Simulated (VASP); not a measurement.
A run of VASP 6.6.1 is set up as follows.

File INCAR:

```
PREC = Accurate
ENCUT = 520
EDIFF = 1E-7
ISMEAR = 0
SIGMA = 0.1
LREAL = False
LASPH = True
NELM = 80
ALGO = Normal
ISIF = 2
LWAVE = False
LCHARG = False
GGA = PE
NBANDS = 29
```

The input KPOINTS:

```
Automatic mesh
0
Gamma
  14 14 6
```

Contents of POSCAR:

```
TiSi2
1.0
    4.6834082467     -1.5043060176     -0.0184523275
    4.6834082467      1.5043060176     -0.0184523275
   -2.2253088644      0.0000000000      6.3252107213
Ti Si
2 4
Direct
    0.3175832466      0.3175832466      0.3481883307
    0.6824167534      0.6824167534      0.6518116693
    0.6443572661      0.6443572661      0.0354371388
    0.3556427339      0.3556427339      0.9645628612
    0.0373701194      0.0373701194      0.3215643830
    0.9626298806      0.9626298806      0.6784356170
```

Potentials or basis: VASP PAW PBE potentials, release 64 (Ti_sv, Si).

Launch:

```console
$ cat potpaw_PBE.64/Ti_sv/POTCAR potpaw_PBE.64/Si/POTCAR > POTCAR
$ mpirun -np 1 vasp_std > vasp.out
```

Q: Estimate the largest force.

A: 0.007 eV/Å.

Q: Predict the band gap on the k mesh.

A: Zero (bands 20 and 21 overlap by 1.88 eV).

Q: What does it give for the pressure?

A: -0.1 GPa.

Forces in eV/Å, atoms in the order of the input:
```
Ti   0.004  0.000 -0.006
Ti  -0.004  0.000  0.006
Si  -0.007  0.000 -0.001
Si   0.007  0.000  0.001
Si   0.002  0.000  0.001
Si  -0.002  0.000 -0.001
```
